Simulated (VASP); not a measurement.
## EuSb: single point with PBEsol

The system is EuSb.

```xyz
2
Lattice="0.0000 3.5837 3.5837 3.5837 0.0000 3.5837 3.5837 3.5837 0.0000" Properties=species:S:1:pos:R:3 pbc="T T T"
Eu    0.0000    0.0000    0.0000
Sb    1.7919    1.7919    1.7919
```

```yaml
Program: VASP 6.6.1
Task: single point
Functional: PBEsol
Potentials_or_basis: VASP PAW PBE potentials, release 64 (Eu, Sb)
Cutoff: 520 eV
k_mesh: 8 × 8 × 8
Occupations: gaussian, width 0.05 eV
Spin: collinear spin, ferromagnetic start
Starting_moments: "[7.19, 0.0] μB"
Dipole_correction: no
Further_INCAR_settings: ALGO = Normal; EDIFF = 1e-06; NBANDS = 22
```

The pressure is -0.5 GPa and the band gap on the k mesh is zero (filled and empty bands overlap). The net moment is 6.00 μB per cell and the site moments are Eu +6.38; Sb -0.25 μB. The valence electrons inside the program's atomic spheres are Eu 14.62; Sb 2.53.

Levels at points of the mesh, in eV from the Fermi level:
Spin up:
| k point | band 11 | band 12 | band 13 | band 14 | band 15 | band 16 | band 17 | band 18 |
| --- | --- | --- | --- | --- | --- | --- | --- | --- |
| (0.00, 0.00, 0.00) | -0.29 | -0.29 | -0.12 | -0.12 | -0.12 | 2.42 | 3.06 | 3.06 |
| (0.50, 0.00, 0.00) | -0.32 | -0.32 | -0.29 | 0.00 | 0.00 | 3.01 | 3.33 | 3.33 |
| (0.50, 0.50, 0.00) | -0.32 | -0.31 | -0.30 | 0.28 | 0.28 | 1.60 | 2.82 | 3.77 |
Spin down:
```csv
k point,band 4,band 5,band 6,band 7,band 8,band 9,band 10,band 11,band 12,band 13
"(0.00, 0.00, 0.00)",-17.72,-8.17,-0.57,-0.57,-0.57,2.26,3.62,3.62,4.20,4.20
"(0.50, 0.00, 0.00)",-17.73,-7.69,-1.57,-0.36,-0.36,3.30,3.73,3.73,3.78,4.18
"(0.50, 0.50, 0.00)",-17.74,-7.53,-1.81,-0.09,-0.09,1.88,3.12,4.13,4.13,4.17
```

It took 6.1 min on 1 thread of Intel Xeon 8259CL, with other jobs on the host, peak memory 0.36 GiB.

Caveat: the PAW data sets were made with another functional, which shifts forces and pressure a little; spin-orbit coupling is left out, which moves the levels of the heavy elements; a cell with one magnetic atom can't hold antiferromagnetic order, which such compounds often take; semilocal functionals describe open f shells poorly, which spoils levels, moments and volumes. The state reached can hang on the start; a lower one may exist.
